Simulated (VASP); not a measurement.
# Te2Mo in VASP: a series of runs

Te2Mo is run at these levels: LDA, PBEsol; tasks: single point.

All numbers are computed with VASP 6.6.1; they aren't measurements. Logs are shortened: lines on timing, memory, paths and dates and some standing lists are left out, and cuts for length are marked.

### 1 The cell of the first run

The cell holds a slab with vacuum, 6 atoms: a = 6.278 Å, b = 3.349 Å, c = 36.149 Å, α = 90.00°, β = 90.00°, γ = 90.00°.

### 2 Single point, LDA

INCAR reads:

```
SYSTEM = Te2Mo
PREC = Accurate
ENCUT = 520
EDIFF = 1E-6
ISMEAR = 0
SIGMA = 0.1
LREAL = .False.
LASPH = .True.
NELM = 100
ALGO = Normal
ISIF = 2
LWAVE = .False.
LCHARG = .False.
NBANDS = 35
```

KPOINTS reads:

```
regular mesh
0
Gamma
  6 10 1
  0 0 0
```

POSCAR reads:

```
Te2Mo
1.0
    6.2783573399      0.0000000000      0.0075382258
    0.0000000000      3.3489456453      0.0000000000
   -0.0417523312      0.0000000000     36.1485684940
Te Mo
4 2
Direct
    0.0773055212      0.7500000000      0.4434359320
    0.9226944788      0.2500000000      0.5565640680
    0.5675233447      0.2500000000      0.4592005977
    0.4324766553      0.7500000000      0.5407994023
    0.8174996352      0.7500000000      0.5023234735
    0.1825003648      0.2500000000      0.4976765265
```

Potentials or basis: VASP PAW LDA potentials, release 64 (Te, Mo_sv).

Command:

```
> cat potpaw_LDA.64/Te/POTCAR potpaw_LDA.64/Mo_sv/POTCAR > POTCAR
> mpirun -np 1 vasp_std > vasp.out
```

OUTCAR:

```text
SYSTEM = Te2Mo
   PREC = Accurate
   ENCUT = 520
   EDIFF = 1E-6
   ISMEAR = 0
   LREAL = .False.
   LASPH = .True.
   NELM = 100
   ISIF = 2

 ion  position               nearest neighbor table
   1  0.077  0.750  0.443-   6 2.66   6 2.66   5 2.68   3 3.55   3 3.55   3 3.66   3 3.66
   2  0.923  0.250  0.557-   5 2.66   5 2.66   6 2.68   4 3.55   4 3.55   4 3.66   4 3.66
   3  0.568  0.250  0.459-   5 2.77   5 2.77   6 2.79   4 3.50   4 3.50   1 3.55   1 3.55   1 3.66
                             1 3.66
   4  0.432  0.750  0.541-   6 2.77   6 2.77   5 2.79   3 3.50   3 3.50   2 3.55   2 3.55   2 3.66
                             2 3.66
   5  0.817  0.750  0.502-   2 2.66   2 2.66   1 2.68   3 2.77   3 2.77   4 2.79   6 2.84   6 2.84

   6  0.183  0.250  0.498-   1 2.66   1 2.66   2 2.68   4 2.77   4 2.77   3 2.79   5 2.84   5 2.84

  LATTYP: Found a simple monoclinic cell.
 ALAT       =     6.2783618654
 B/A-ratio  =     0.5334107395
 C/A-ratio  =     5.7576471987
 COS(beta)  =    -0.0000456481

  Lattice vectors:

 A1 = (   6.2783573399,   0.0000000000,   0.0075382258)
 A2 = (   0.0000000000,  -3.3489456453,   0.0000000000)
 A3 = (   0.0417523312,   0.0000000000, -36.1485684940)

Analysis of symmetry for initial positions (statically):
=====================================================================
 Subroutine PRICEL returns:
 Original cell was already a primitive cell.

 Routine SETGRP: Setting up the symmetry group for a
 simple monoclinic supercell.

 Subroutine GETGRP returns: Found  4 space group operations
 (whereof  2 operations were pure point group operations)
 out of a pool of  4 trial point group operations.

The static configuration has the point symmetry S_2 .
 The point group associated with its full space group is C_2h.

Analysis of symmetry for dynamics (positions and initial velocities):
=====================================================================
 Subroutine PRICEL returns:
 Original cell was already a primitive cell.

 Routine SETGRP: Setting up the symmetry group for a
 simple monoclinic supercell.

 Subroutine GETGRP returns: Found  4 space group operations
 (whereof  2 operations were pure point group operations)
 out of a pool of  4 trial point group operations.

The dynamic configuration has the point symmetry S_2 .
 The point group associated with its full space group is C_2h.

 Subroutine INISYM returns: Found  4 space group operations
 (whereof  2 operations are pure point group operations),
 and found     1 'primitive' translations

----------------------------------------------------------------------------------------

                                     Primitive cell

  volume of cell :     760.0564

  direct lattice vectors                    reciprocal lattice vectors
     6.278357340  0.000000000  0.007538226     0.159277110  0.000000000  0.000183968
     0.000000000  3.348945645  0.000000000     0.000000000  0.298601442  0.000000000
    -0.041752331  0.000000000 36.148568494    -0.000033215  0.000000000  0.027663574

  length of vectors
     6.278361865  3.348945645 36.148592606     0.159277216  0.298601442  0.027663594

  position of ions in fractional coordinates (direct lattice)
     0.077305521  0.750000000  0.443435932
     0.922694479  0.250000000  0.556564068
     0.567523345  0.250000000  0.459200598
     0.432476655  0.750000000  0.540799402
     0.817499635  0.750000000  0.502323473
     0.182500365  0.250000000  0.497676527

  ion indices of the primitive-cell ions
   primitive index   ion index
                 1           1
                 2           2
                 3           3
                 4           4
                 5           5
                 6           6

----------------------------------------------------------------------------------------

 KPOINTS: regular mesh

Automatic generation of k-mesh.
 Grid dimensions read from file:
 generate k-points for:    6   10    1

 Generating k-lattice:

  Cartesian coordinates                     Fractional coordinates (reciprocal lattice)
     0.026546185  0.000000000  0.000030661     0.166666667  0.000000000  0.000000000
     0.000000000  0.029860144  0.000000000     0.000000000  0.100000000  0.000000000
    -0.000033215  0.000000000  0.027663574     0.000000000  0.000000000  1.000000000

  Length of vectors
     0.026546203  0.029860144  0.027663594

  Shift w.r.t. Gamma in fractional coordinates (k-lattice)
     0.000000000  0.000000000  0.000000000

 Subroutine IBZKPT returns following result:
 ===========================================

 Found     24 irreducible k-points:

 Following reciprocal coordinates:
            Coordinates               Weight
  0.000000  0.000000  0.000000      1.000000
  0.166667  0.000000 -0.000000      2.000000
  0.333333  0.000000  0.000000      2.000000
  0.500000  0.000000  0.000000      1.000000
  0.000000  0.100000  0.000000      2.000000
  0.166667  0.100000 -0.000000      4.000000
[... 16 lines left out ...]
  0.333333  0.500000  0.000000      2.000000
  0.500000  0.500000  0.000000      1.000000
   k-points           NKPTS =     24   k-points in BZ     NKDIM =     24   number of bands    NBANDS=     35
   number of dos      NEDOS =    301   number of ions     NIONS =      6
   total plane-waves  NPLWV = 362880
   dimension x,y,z NGX =    48 NGY =   28 NGZ =  270
   dimension x,y,z NGXF=    96 NGYF=   56 NGZF=  540
   ions per type =               4   2
   NGX,Y,Z   is equivalent  to a cutoff of  12.71, 13.90, 12.42 a.u.
   NGXF,Y,Z  is equivalent  to a cutoff of  25.42, 27.80, 24.83 a.u.
 SYSTEM =  Te2Mo
   PREC   = accura    normal or accurate (medium, high low for compatibility)
   ISTART =      0    job   : 0-new  1-cont  2-samecut
   ICHARG =      2    charge: 1-file 2-atom 10-const
   ISPIN  =      1    spin polarized calculation?
   LNONCOLLINEAR =      F non collinear calculations
   LSORBIT =      F    spin-orbit coupling
   LASPH  =      T    aspherical Exc in radial PAW
   ENCUT  =  520.0 eV  38.22 Ry    6.18 a.u.  11.67  6.23 67.21*2*pi/ulx,y,z
   NELM   =    100;   NELMIN=  2; NELMDL= -5     # of ELM steps
   EDIFF  = 0.1E-05   stopping-criterion for ELM
   LREAL  =      F    real-space projection
   EDIFFG = 0.1E-04   stopping-criterion for IOM
   NSW    =      0    number of steps for IOM
   IBRION =     -1    ionic relax: 0-MD 1-quasi-New 2-CG
   NFREE  =      0    steps in history (QN), initial steepest desc. (CG)
   ISIF   =      2    stress and relaxation
   ISYM   =      2    0-nonsym 1-usesym 2-fastsym
   POTIM  = 0.5000    time-step for ionic-motion
   TEBEG  =    0.0;   TEEND  =   0.0 temperature during run
   PSTRESS=    0.0 pullay stress
   NELECT =      52.0000    total number of electrons
   NUPDOWN=      -1.0000    fix difference up-down
   EMIN   =  10.00;   EMAX   =-10.00  energy-range for DOS
   EFERMI =   0.00;   METHOD = LEGACY
   ISMEAR =     0;   SIGMA  =   0.10  broadening in eV -4-tet -1-fermi 0-gaus
   EFERMI_NEDOS =   21; number of points for ismear=-14 and -15
   IALGO  =     38    algorithm
   IMIX   =      4    mixing-type and parameters
     AMIX     =   0.40;   BMIX     =  1.00
     AMIX_MAG =   1.60;   BMIX_MAG =  1.00
  volume/ion in A,a.u.               =     126.68       854.85
  Fermi-wavevector in a.u.,A,eV,Ry     =   0.669567  1.265298  6.099762  0.448320
  Thomas-Fermi vector in A             =   1.744821
   LORBIT       =      0    0 simple, 1 ext, 2 COOP (PROOUT), +10 PAW based schemes
   GGA     = CA    functional components
   LHFCALC =     F    Hartree Fock is set to
   AEXX    =    0.0000 exact exchange contribution
   IVDW    =     0    specifies the selected vdW correction
   LEPSILON=     F    determine dielectric tensor
   LRPA    =     F    only Hartree local field effects (RPA)
 non-spin polarized calculation
 Gauss-broadening in eV      SIGMA  =   0.10
  energy-cutoff  :      520.00
  volume of cell :      760.06
 maximum number of plane-waves:     20532
 NGX is ok and might be reduce to    48
   NGX = 23   NGY = 13   NGZ =135

 number of electron      52.0000004 magnetization

 Free energy of the ion-electron system (eV)
  ---------------------------------------------------
  ext. energy  EPLUGINS =         0.00000000
  ---------------------------------------------------
  free energy    TOTEN  =       -40.85445182 eV

  energy without entropy =      -40.84757851  energy(sigma->0) =      -40.85101517

 E-fermi :  -2.1505     XC(G=0):  -2.4054

 val. band max:       -2.1520547828   @ k =   0.0000   0.1000   0.0000
 cond. band min:      -2.1360153235   @ k =   0.3333   0.0000   0.0000
 fundamental gap:      0.0160394594
 Fermi energy:        -2.1504707498

 k-point     1 :       0.0000    0.0000    0.0000
  band No.  band energies     occupation
      1     -62.8276      2.00000
      2     -62.7534      2.00000
      3     -37.3134      2.00000
      4     -37.1945      2.00000
      5     -37.1870      2.00000
      6     -37.0517      2.00000
[... 27 lines left out ...]
     34       1.5496      0.00000
     35       1.7899      0.00000

 k-point     2 :       0.1667    0.0000   -0.0000
  band No.  band energies     occupation
      1     -62.8275      2.00000
      2     -62.7535      2.00000
      3     -37.3108      2.00000
      4     -37.1943      2.00000
      5     -37.1867      2.00000
      6     -37.0521      2.00000
[... 27 lines left out ...]
     34       1.6509      0.00000
     35       1.8745      0.00000

 k-point     3 :       0.3333    0.0000    0.0000
  band No.  band energies     occupation
      1     -62.8273      2.00000
      2     -62.7537      2.00000
      3     -37.3053      2.00000
      4     -37.1941      2.00000
      5     -37.1863      2.00000
      6     -37.0531      2.00000
[... 27 lines left out ...]
     34       1.7658      0.00000
     35       2.1099      0.00000
[... 723 lines left out ...]
 k-point    23 :       0.3333    0.5000    0.0000
  band No.  band energies     occupation
      1     -62.7805      2.00000
      2     -62.7805      2.00000
      3     -37.3613      2.00000
      4     -37.3613      2.00000
      5     -37.1245      2.00000
      6     -37.1245      2.00000
[... 27 lines left out ...]
     34       1.4230      0.00000
     35       2.7079      0.00000

 k-point    24 :       0.5000    0.5000    0.0000
  band No.  band energies     occupation
      1     -62.7805      2.00000
      2     -62.7805      2.00000
      3     -37.3624      2.00000
      4     -37.3624      2.00000
      5     -37.1244      2.00000
      6     -37.1244      2.00000
[... 27 lines left out ...]
     34       1.4023      0.00000
     35       2.4702      0.00000

------------------------ aborting loop because EDIFF is reached ----------------------------------------

  FORCE on cell =-STRESS in cart. coord.  units (eV):
  Direction    XX          YY          ZZ          XY          YZ          ZX
  --------------------------------------------------------------------------------------
  -------------------------------------------------------------------------------------
  Total        0.2554804      0.1953007      0.2945133      0.0000000      0.0000000     -0.0126631
  in kB        0.5385455      0.4116883      0.6208257      0.0000000      0.0000000     -0.0266934
  external PRESSURE =       0.5236865 kB  Pullay stress =       0.0000000 kB

 VOLUME and BASIS-vectors are now :
 -----------------------------------------------------------------------------
  energy-cutoff  :      520.00
  volume of cell :      760.06
      direct lattice vectors                 reciprocal lattice vectors
     6.278357340  0.000000000  0.007538226     0.159277110  0.000000000  0.000183968
     0.000000000  3.348945645  0.000000000     0.000000000  0.298601442  0.000000000
    -0.041752331  0.000000000 36.148568494    -0.000033215  0.000000000  0.027663574

 POSITION                                       TOTAL-FORCE (eV/Angst)
 -----------------------------------------------------------------------------------
      0.46684      2.51171     16.03016        -0.002054     -0.000000     -0.055412
      5.76977      0.83724     20.12595         0.002054     -0.000000      0.055412
      3.54394      0.83724     16.60372         0.005699     -0.000000     -0.032896
      2.69266      2.51171     19.55238        -0.005699     -0.000000      0.032896
      5.11158      2.51171     18.16444        -0.028371      0.000000     -0.013245
      1.12502      0.83724     17.99167         0.028371     -0.000000      0.013245
 -----------------------------------------------------------------------------------
    total drift:                                0.000000      0.000000      0.000000

  FREE ENERGIE OF THE ION-ELECTRON SYSTEM (eV)
  ---------------------------------------------------
  free  energy   TOTEN  =       -40.8544518192 eV

  energy  without entropy=      -40.8475785129  energy(sigma->0) =      -40.85101517
```

It took 14 min on 1 thread of AMD EPYC 9R45 (Zen 5), shared host; peak memory 0.86 GiB.

What came out:

* Free energy: -40.8545 eV
* Largest force: 0.055 eV/Å
* Band gap on the k mesh: zero (bands 26 and 27 overlap by 0.57 eV)

Forces on the atoms (eV/Å):
```
Te  -0.002  0.000 -0.055
Te   0.002  0.000  0.055
Te   0.006  0.000 -0.033
Te  -0.006  0.000  0.033
Mo  -0.028  0.000 -0.013
Mo   0.028  0.000  0.013
```

Levels at points of the mesh, in eV from the Fermi level:
```csv
k point,band 22,band 23,band 24,band 25,band 26,band 27,band 28,band 29,band 30,band 31
"(0.00, 0.00, 0.00)",-1.55,-1.21,-0.49,-0.46,0.43,0.49,1.27,1.65,2.05,2.53
"(0.50, 0.00, 0.00)",-1.60,-1.57,-1.04,-0.74,-0.49,-0.13,1.35,1.42,1.85,2.83
"(0.00, 0.50, 0.00)",-2.73,-1.79,-1.79,-1.54,-1.54,1.13,1.13,1.57,1.57,1.97
"(0.50, 0.50, 0.00)",-2.50,-1.83,-1.83,-0.95,-0.95,1.16,1.16,1.82,1.82,2.32
```

Caveat: there is no dipole correction, which matters where the two faces differ; spin-orbit coupling is left out, which moves the levels of the heavy elements.

### 3 Single point, PBEsol

This run uses another cell than the first one.

INCAR reads:

```
ALGO = Normal ; EDIFF = 1E-6
ENCUT = 520 ; GGA = PS
ISIF = 2 ; ISMEAR = 0
LASPH = True ; LCHARG = False
LREAL = False ; LWAVE = False
NBANDS = 35 ; NELM = 100
PREC = Accurate ; SIGMA = 0.1
```

KPOINTS reads:

```
k-points
0
Gamma
  6 10 1
```

POSCAR reads:

```
Te2Mo
1.0
    6.3196143014      0.0000000000      0.0054477959
    0.0000000000      3.3724283985      0.0000000000
   -0.0541958161      0.0000000000     36.1723071095
Te Mo
4 2
Direct
    0.0770064988      0.7500000000      0.4431819432
    0.9229935012      0.2500000000      0.5568180568
    0.5673943649      0.2500000000      0.4590847206
    0.4326056351      0.7500000000      0.5409152794
    0.8176399392      0.7500000000      0.5023481516
    0.1823600608      0.2500000000      0.4976518484
```

Potentials or basis: VASP PAW PBE potentials, release 64 (Te, Mo_sv).

Command:

```
> cat potpaw_PBE.64/Te/POTCAR potpaw_PBE.64/Mo_sv/POTCAR > POTCAR
> mpirun -np 1 vasp_std > vasp.out
```

OUTCAR:

```text
EDIFF = 1E-6
   ENCUT = 520
   GGA = PS
   ISIF = 2
   ISMEAR = 0
   LASPH = True
   LREAL = False
   NELM = 100
   PREC = Accurate

 ion  position               nearest neighbor table
   1  0.077  0.750  0.443-   6 2.68   6 2.68   5 2.70   3 3.57   3 3.57   3 3.68   3 3.68
   2  0.923  0.250  0.557-   5 2.68   5 2.68   6 2.70   4 3.57   4 3.57   4 3.68   4 3.68
   3  0.567  0.250  0.459-   5 2.79   5 2.79   6 2.81   4 3.51   4 3.51   1 3.57   1 3.57   1 3.68
                             1 3.68
[... 1126 lines left out ...]
  -------------------------------------------------------------------------------------
  Total        0.1137404      0.0781843      0.1663592      0.0000000      0.0000000     -0.0010672
  in kB        0.2363824      0.1624875      0.3457382      0.0000000      0.0000000     -0.0022179
  external PRESSURE =       0.2482027 kB  Pullay stress =       0.0000000 kB

 VOLUME and BASIS-vectors are now :
 -----------------------------------------------------------------------------
  energy-cutoff  :      520.00
  volume of cell :      770.92
      direct lattice vectors                 reciprocal lattice vectors
     6.319614301  0.000000000  0.005447796     0.158237301  0.000000000  0.000237082
     0.000000000  3.372428398  0.000000000     0.000000000  0.296522233  0.000000000
    -0.054195816  0.000000000 36.172307109    -0.000023832  0.000000000  0.027645422

 POSITION                                       TOTAL-FORCE (eV/Angst)
 -----------------------------------------------------------------------------------
      0.46263      2.52932     16.03133         0.000645      0.000000     -0.029679
      5.80279      0.84311     20.14642        -0.000645     -0.000000      0.029679
      3.56083      0.84311     16.60924        -0.000621     -0.000000     -0.022760
      2.70459      2.52932     19.56851         0.000621     -0.000000      0.022760
      5.13994      2.52932     18.17555        -0.008485     -0.000000     -0.001083
      1.12547      0.84311     18.00221         0.008485     -0.000000      0.001083
 -----------------------------------------------------------------------------------
    total drift:                                0.000000     -0.000000     -0.000000

  FREE ENERGIE OF THE ION-ELECTRON SYSTEM (eV)
  ---------------------------------------------------
  free  energy   TOTEN  =       -39.1460673058 eV

  energy  without entropy=      -39.1387459966  energy(sigma->0) =      -39.14240665
```

OSZICAR:

```text
N       E                     dE             d eps       ncg     rms          rms(c)
DAV:   1     0.433619340816E+03    0.43362E+03   -0.21607E+04  2112   0.106E+03
DAV:   2     0.373925663966E+01   -0.42988E+03   -0.41787E+03  2474   0.235E+02
DAV:   3    -0.390270418229E+02   -0.42766E+02   -0.42126E+02  2205   0.711E+01
[... 19 lines left out ...]
DAV:  23    -0.391460523353E+02   -0.13538E-04   -0.25002E-07  1354   0.213E-03    0.342E-03
DAV:  24    -0.391460617712E+02   -0.94359E-05   -0.24996E-07  1301   0.214E-03    0.213E-03
DAV:  25    -0.391460653048E+02   -0.35336E-05   -0.82465E-08  1255   0.827E-04    0.229E-03
DAV:  26    -0.391460663288E+02   -0.10240E-05   -0.87140E-09  1130   0.372E-04    0.166E-03
DAV:  27    -0.391460673058E+02   -0.97707E-06   -0.93955E-09  1052   0.387E-04
   1 F= -.39146067E+02 E0= -.39142407E+02  d E =-.732131E-02
```

stdout:

```text
POSCAR found type information on POSCAR TeMo
 POSCAR found :  2 types and       6 ions
 scaLAPACK will be used
 -----------------------------------------------------------------------------
|                                                                             |
|                                                                             |
|     You enforced a specific xc type in the INCAR file but a different       |
|     I HOPE YOU KNOW WHAT YOU ARE DOING!                                     |
|                                                                             |
 -----------------------------------------------------------------------------

 LDA part: xc-table for (Slater+PW92), standard interpolation
 POSCAR, INCAR and KPOINTS ok, starting setup
 FFT: planning ... GRIDC
 FFT: planning ... GRID_SOFT
 FFT: planning ... GRID
 WAVECAR not read
 entering main loop
```

Wall time 15 min (1 thread of AMD EPYC 9R45 (Zen 5), shared host); peak memory 1 GiB.

What came out:

```
Free energy            : -39.1461 eV
Largest force          : 0.030 eV/Å
Band gap on the k mesh : zero (bands 26 and 27 overlap by 0.52 eV)
```

Forces in eV/Å, atoms in the order of the input:
```
Te   0.001  0.000 -0.030
Te  -0.001  0.000  0.030
Te  -0.001  0.000 -0.023
Te   0.001  0.000  0.023
Mo  -0.008  0.000 -0.001
Mo   0.008  0.000  0.001
```

Caveat: there is no dipole correction, which matters where the two faces differ; the PAW data sets were made with another functional, which shifts forces and pressure a little; spin-orbit coupling is left out, which moves the levels of the heavy elements.

The gap in the log of VASP goes by the Fermi energy; the results here count the filled bands.